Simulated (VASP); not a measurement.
# PbSe in VASP: notebook

The runs below take PbSe through single point, with LDA, PBE.

All numbers are computed with VASP 6.6.1; they aren't measurements. Logs are shortened: lines on timing, memory, paths and dates and some standing lists are left out, and cuts for length are marked.

**1. The cell of the first run**

The cell holds a slab with vacuum, 4 atoms: a = 4.415 Å, b = 4.415 Å, c = 12.399 Å, α = 100.23°, β = 100.23°, γ = 90.13°.

**2. Single point, LDA**

File INCAR:

```
SYSTEM = PbSe
  ALGO = Normal
  EDIFF = 1E-6
  ENCUT = 520
  GGA = CA
  ISIF = 2
  ISMEAR = -1
  LASPH = .TRUE.
  LCHARG = .TRUE.
  LELF = .TRUE.
  LREAL = .FALSE.
  LVHAR = .TRUE.
  LWAVE = .FALSE.
  NBANDS = 28
  NELM = 60
  PREC = Accurate
  SIGMA = 0.05
```

File KPOINTS:

```
k-points
0
G
  6 6 3
  0 0 0
```

File POSCAR:

```
PbSe
1.0
    4.4148899595      0.0000000000      0.0000000000
   -0.0103110241      4.4148779187      0.0000000000
   -2.2022894676     -2.2074389594     12.0007990000
Pb Se
2 2
Direct
    0.8068400000      0.8073040000      0.6184430000
    0.1854540000      0.1998100000      0.3823760000
    0.2873320000      0.3231460000      0.6231940000
    0.6842660000      0.6998950000      0.3779650000
```

Potentials or basis: VASP PAW LDA potentials, release 64 (Pb_d, Se).

Run with:

```console
$ cat potpaw_LDA.64/Pb_d/POTCAR potpaw_LDA.64/Se/POTCAR > POTCAR
$ mpirun -np 1 vasp_std > vasp.out
```

OUTCAR:

```text
SYSTEM = PbSe
   EDIFF = 1E-6
   ENCUT = 520
   GGA = CA
   ISIF = 2
   ISMEAR = -1
   LASPH = .TRUE.
   LREAL = .FALSE.
   NELM = 60
   PREC = Accurate

 ion  position               nearest neighbor table
   1  0.807  0.807  0.618-   4 2.89   3 3.02   3 3.09   3 3.15   3 3.24
   2  0.185  0.200  0.382-   3 2.89   4 3.11   4 3.12   4 3.13   4 3.13
   3  0.287  0.323  0.623-   2 2.89   1 3.02   1 3.09   1 3.15   1 3.24
   4  0.684  0.700  0.378-   1 2.89   2 3.11   2 3.12   2 3.13   2 3.13

  LATTYP: Found a face centered orthorhombic cell.
 ALAT       =     6.2363020000
 B/A-ratio  =     1.0023382447
 C/A-ratio  =     3.8486907786

  Lattice vectors:

 A1 = (  -2.2126004917,   2.2074389593,  12.0007990000)
 A2 = (   2.2022894678,   2.2074389593,  12.0007990000)
 A3 = (  -0.0103110241,   4.4148779187,   0.0000000000)

Analysis of symmetry for initial positions (statically):
=====================================================================
 Subroutine PRICEL returns:
 Original cell was already a primitive cell.

 Routine SETGRP: Setting up the symmetry group for a
 face centered orthorhombic supercell.

 Subroutine GETGRP returns: Found  1 space group operations
 (whereof  1 operations were pure point group operations)
 out of a pool of  8 trial point group operations.

The static configuration has the point symmetry C_1 .

Analysis of symmetry for dynamics (positions and initial velocities):
=====================================================================
 Subroutine PRICEL returns:
 Original cell was already a primitive cell.

 Routine SETGRP: Setting up the symmetry group for a
 face centered orthorhombic supercell.

 Subroutine GETGRP returns: Found  1 space group operations
 (whereof  1 operations were pure point group operations)
 out of a pool of  8 trial point group operations.

The dynamic configuration has the point symmetry C_1 .

 Subroutine INISYM returns: Found  1 space group operations
 (whereof  1 operations are pure point group operations),
 and found     1 'primitive' translations

----------------------------------------------------------------------------------------

                                     Primitive cell

  volume of cell :     233.9100

  direct lattice vectors                    reciprocal lattice vectors
     4.414889959  0.000000000  0.000000000     0.226506212  0.000529009  0.041663893
    -0.010311024  4.414877919  0.000000000     0.000000000  0.226506830  0.041663893
    -2.202289468 -2.207438959 12.000799000     0.000000000  0.000000000  0.083327785

  length of vectors
     4.414889959  4.414889959 12.399275878     0.230306804  0.230306804  0.083327785

  position of ions in fractional coordinates (direct lattice)
     0.806840000  0.807304000  0.618443000
     0.185454000  0.199810000  0.382376000
     0.287332000  0.323146000  0.623194000
     0.684266000  0.699895000  0.377965000

  ion indices of the primitive-cell ions
   primitive index   ion index
                 1           1
                 2           2
                 3           3
                 4           4

----------------------------------------------------------------------------------------

 KPOINTS: k-points

Automatic generation of k-mesh.
 Grid dimensions read from file:
 generate k-points for:    6    6    3

 Generating k-lattice:

  Cartesian coordinates                     Fractional coordinates (reciprocal lattice)
     0.037751035  0.000088168  0.006943982     0.166666667  0.000000000  0.000000000
     0.000000000  0.037751138  0.006943982     0.000000000  0.166666667  0.000000000
     0.000000000  0.000000000  0.027775928     0.000000000  0.000000000  0.333333333

  Length of vectors
     0.038384467  0.038384467  0.027775928

  Shift w.r.t. Gamma in fractional coordinates (k-lattice)
     0.000000000  0.000000000  0.000000000

 -----------------------------------------------------------------------------
|                                                                             |
|           W    W    AA    RRRRR   N    N  II  N    N   GGGG   !!!           |
|           W    W   A  A   R    R  NN   N  II  NN   N  G    G  !!!           |
|           W    W  A    A  R    R  N N  N  II  N N  N  G       !!!           |
|           W WW W  AAAAAA  RRRRR   N  N N  II  N  N N  G  GGG   !            |
|           WW  WW  A    A  R   R   N   NN  II  N   NN  G    G                |
|           W    W  A    A  R    R  N    N  II  N    N   GGGG   !!!           |
|                                                                             |
|     Your reciprocal lattice and k-lattice belong to different lattice       |
|     classes:                                                                |
|                                                                             |
|        The reciprocal lattice is body-centered orthorhombic,                |
|        whereas your k-lattice is base-centered monoclinic.                  |
|                                                                             |
|     Results are often still useful ...                                      |
|                                                                             |
 -----------------------------------------------------------------------------

 WARNING: IBZKPT: internal override: KBLOWUP is changed to .FALSE.
      ... skipping the blow-up phase ...

 Subroutine IBZKPT returns following result:
 ===========================================

 Found     56 irreducible k-points:

 Following reciprocal coordinates:
            Coordinates               Weight
  0.000000  0.000000  0.000000      1.000000
  0.166667 -0.000000 -0.000000      2.000000
  0.333333 -0.000000  0.000000      2.000000
  0.500000 -0.000000  0.000000      1.000000
  0.000000  0.166667  0.000000      2.000000
  0.166667  0.166667  0.000000      2.000000
[... 16 lines left out ...]
  0.333333 -0.000000  0.333333      2.000000
  0.500000 -0.000000  0.333333      2.000000
 [... further k-points ...]
   k-points           NKPTS =     56   k-points in BZ     NKDIM =     56   number of bands    NBANDS=     28
   number of dos      NEDOS =    301   number of ions     NIONS =      4
   total plane-waves  NPLWV = 124416
   dimension x,y,z NGX =    36 NGY =   36 NGZ =   96
   dimension x,y,z NGXF=    72 NGYF=   72 NGZF=  192
   ions per type =               2   2
   NGX,Y,Z   is equivalent  to a cutoff of  13.56, 13.56, 12.87 a.u.
   NGXF,Y,Z  is equivalent  to a cutoff of  27.11, 27.11, 25.74 a.u.
 SYSTEM =  PbSe
   PREC   = accura    normal or accurate (medium, high low for compatibility)
   ISTART =      0    job   : 0-new  1-cont  2-samecut
   ICHARG =      2    charge: 1-file 2-atom 10-const
   ISPIN  =      1    spin polarized calculation?
   LNONCOLLINEAR =      F non collinear calculations
   LSORBIT =      F    spin-orbit coupling
   LASPH  =      T    aspherical Exc in radial PAW
   ENCUT  =  520.0 eV  38.22 Ry    6.18 a.u.   8.21  8.21 23.05*2*pi/ulx,y,z
   NELM   =     60;   NELMIN=  2; NELMDL= -5     # of ELM steps
   EDIFF  = 0.1E-05   stopping-criterion for ELM
   LREAL  =      F    real-space projection
   EDIFFG = 0.1E-04   stopping-criterion for IOM
   NSW    =      0    number of steps for IOM
   IBRION =     -1    ionic relax: 0-MD 1-quasi-New 2-CG
   NFREE  =      0    steps in history (QN), initial steepest desc. (CG)
   ISIF   =      2    stress and relaxation
   ISYM   =      2    0-nonsym 1-usesym 2-fastsym
   POTIM  = 0.5000    time-step for ionic-motion
   TEBEG  =    0.0;   TEEND  =   0.0 temperature during run
   PSTRESS=    0.0 pullay stress
   NELECT =      40.0000    total number of electrons
   NUPDOWN=      -1.0000    fix difference up-down
   EMIN   =  10.00;   EMAX   =-10.00  energy-range for DOS
   EFERMI =   0.00;   METHOD = LEGACY
   ISMEAR =    -1;   SIGMA  =   0.05  broadening in eV -4-tet -1-fermi 0-gaus
   EFERMI_NEDOS =   21; number of points for ismear=-14 and -15
   IALGO  =     38    algorithm
   IMIX   =      4    mixing-type and parameters
     AMIX     =   0.40;   BMIX     =  1.00
     AMIX_MAG =   1.60;   BMIX_MAG =  1.00
  volume/ion in A,a.u.               =      58.48       394.63
  Fermi-wavevector in a.u.,A,eV,Ry     =   0.908682  1.717160 11.234370  0.825703
  Thomas-Fermi vector in A             =   2.032637
   LORBIT       =      0    0 simple, 1 ext, 2 COOP (PROOUT), +10 PAW based schemes
   GGA     = CA    functional components
   LHFCALC =     F    Hartree Fock is set to
   AEXX    =    0.0000 exact exchange contribution
   IVDW    =     0    specifies the selected vdW correction
   LEPSILON=     F    determine dielectric tensor
   LRPA    =     F    only Hartree local field effects (RPA)
 non-spin polarized calculation
  energy-cutoff  :      520.00
  volume of cell :      233.91
 maximum number of plane-waves:      6320
 NGX is ok and might be reduce to    36
   NGX = 17   NGY = 17   NGZ = 45

 number of electron      40.0000000 magnetization

 Free energy of the ion-electron system (eV)
  ---------------------------------------------------
  ext. energy  EPLUGINS =         0.00000000
  ---------------------------------------------------
  free energy    TOTEN  =       -18.14056425 eV

  energy without entropy =      -18.14056412  energy(sigma->0) =      -18.14056419

 E-fermi :   0.3058     XC(G=0):  -5.7804

 val. band max:       -0.4378351660   @ k =   0.0000   0.5000   0.0000
 cond. band min:       1.0210323467   @ k =   0.0000   0.5000   0.0000
 fundamental gap:      1.4588675128
 Fermi energy:         0.3057911519

 k-point     1 :       0.0000    0.0000    0.0000
  band No.  band energies     occupation
      1     -16.7857      2.00000
      2     -16.6995      2.00000
      3     -16.6987      2.00000
      4     -16.6886      2.00000
      5     -16.6879      2.00000
      6     -16.6829      2.00000
[... 20 lines left out ...]
     27       5.0500      0.00000
     28       5.0973      0.00000

 k-point     2 :       0.1667   -0.0000   -0.0000
  band No.  band energies     occupation
      1     -16.7747      2.00000
      2     -16.6995      2.00000
      3     -16.6944      2.00000
      4     -16.6911      2.00000
      5     -16.6880      2.00000
      6     -16.6864      2.00000
[... 674 lines left out ...]
 k-point    24 :       0.5000   -0.0000    0.3333
  band No.  band energies     occupation
      1     -16.7326      2.00000
      2     -16.7140      2.00000
      3     -16.7048      2.00000
      4     -16.6959      2.00000
      5     -16.6900      2.00000
      6     -16.6782      2.00000
[... 20 lines left out ...]
     27       5.5422      0.00000
     28       6.1243      0.00000

 [... further k-points ...]

------------------------ aborting loop because EDIFF is reached ----------------------------------------

  FORCE on cell =-STRESS in cart. coord.  units (eV):
  Direction    XX          YY          ZZ          XY          YZ          ZX
  --------------------------------------------------------------------------------------
  -------------------------------------------------------------------------------------
  Total       -3.3661458     -3.3783095     -2.9886333      0.0130411      0.0410668      0.2062366
  in kB      -23.0565731    -23.1398892    -20.4707836      0.0893259      0.2812889      1.4126274
  external PRESSURE =     -22.2224153 kB  Pullay stress =       0.0000000 kB

 VOLUME and BASIS-vectors are now :
 -----------------------------------------------------------------------------
  energy-cutoff  :      520.00
  volume of cell :      233.91
      direct lattice vectors                 reciprocal lattice vectors
     4.414889959  0.000000000  0.000000000     0.226506212  0.000529009  0.041663893
    -0.010311024  4.414877919  0.000000000     0.000000000  0.226506830  0.041663893
    -2.202289468 -2.207438959 12.000799000     0.000000000  0.000000000  0.083327785

 POSITION                                       TOTAL-FORCE (eV/Angst)
 -----------------------------------------------------------------------------------
      2.19180      2.19897      7.42181         0.015045      0.004551     -0.533612
     -0.02540      0.03807      4.58882        -0.000484     -0.016598      0.555342
     -0.10725      0.05099      7.47883         0.055454      0.009748     -0.492089
      2.18135      2.25562      4.53588        -0.070015      0.002300      0.470359
 -----------------------------------------------------------------------------------
    total drift:                               -0.000471     -0.000563     -0.000362

  FREE ENERGIE OF THE ION-ELECTRON SYSTEM (eV)
  ---------------------------------------------------
  free  energy   TOTEN  =       -18.1405642542 eV

  energy  without entropy=      -18.1405641176  energy(sigma->0) =      -18.14056419
```

Wall time 2.4 min (1 thread of Intel Xeon 6975P-C (Granite Rapids), shared host); peak memory 0.47 GiB.

Results:

```yaml
Free_energy: -18.1406 eV
Largest_force: 0.556 eV/Å
Band_gap_on_the_k_mesh: 1.46 eV, direct
```

Forces on the atoms (eV/Å):
```
Pb   0.015  0.005 -0.534
Pb   0.000 -0.017  0.555
Se   0.055  0.010 -0.492
Se  -0.070  0.002  0.470
```

Levels at points of the mesh, in eV from the valence-band top:
```
           k point  band 16  band 17  band 18  band 19  band 20  band 21  band 22  band 23  band 24  band 25
(0.00, 0.00, 0.00)    -2.22    -2.20    -1.29    -1.27    -0.38     2.05     4.11     4.51     4.79     4.90
(0.50, 0.00, 0.00)    -1.53    -0.85    -0.72    -0.05    -0.02     1.48     1.50     2.38     2.54     2.83
(0.00, 0.50, 0.00)    -1.59    -0.82    -0.76    -0.04     0.00     1.46     1.51     2.44     2.50     2.88
(0.50, 0.50, 0.00)    -3.81    -2.67    -2.66    -1.27    -1.26     3.48     3.51     5.11     5.14     5.46
```

Caveat: spin-orbit coupling is left out, which moves the levels of the heavy elements.

(Continued in part 2 of 2.)
